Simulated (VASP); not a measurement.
Wanted: the native input for a VASP 6.6.1 run.

```
Task                   : single point
Functional             : PBEsol
Potentials or basis    : VASP PAW PBE potentials, release 64 (Pd)
Cutoff                 : 520 eV
k mesh                 : 19 × 19 × 19
Occupations            : fermi-dirac, width 0.05 eV
Spin                   : no spin polarisation
Dipole correction      : no
Further INCAR settings : ALGO = Normal; EDIFF = 1e-07; NBANDS = 11
```

The structure of Pd lies in POSCAR:

```
Pd
1.0
    0.0000000000      1.7992834000      1.7992834000
    1.7992834000      0.0000000000      1.7992834000
    1.7992834000      1.7992834000      0.0000000000
Pd
1
Direct
    0.0000000000      0.0000000000      0.0000000000
```

This cell differs from its parent crystal: volume scaled by 0.8.

These files were run (other wordings do the same):

INCAR

```
SYSTEM = Pd
PREC = Accurate
ENCUT = 520
EDIFF = 1E-7
ISMEAR = -1
SIGMA = 0.05
LREAL = .FALSE.
LASPH = .TRUE.
NELM = 60
ALGO = Normal
ISIF = 2
LWAVE = .FALSE.
LCHARG = .TRUE.
GGA = PS
LELF = .TRUE.
LVHAR = .TRUE.
NBANDS = 11
```

KPOINTS

```
Automatic mesh
0
G
  19 19 19
  0 0 0
```

Potentials or basis: VASP PAW PBE potentials, release 64 (Pd).

Command:

```console
$ cat potpaw_PBE.64/Pd/POTCAR > POTCAR
$ mpirun -np 1 vasp_std > vasp.out
```

It gave:

```
Pressure               : 82.0 GPa
Band gap on the k mesh : zero (band 5 reaches 14.67 eV, above the bottom of band 6 at 12.31 eV)
```

Caveat: the PAW data sets were made with another functional, which shifts forces and pressure a little.

Wall time 16 s on 1 thread of Intel(R) Xeon(R) Platinum 8488C (Sapphire Rapids) (shared host), peak memory 0.14 GiB.
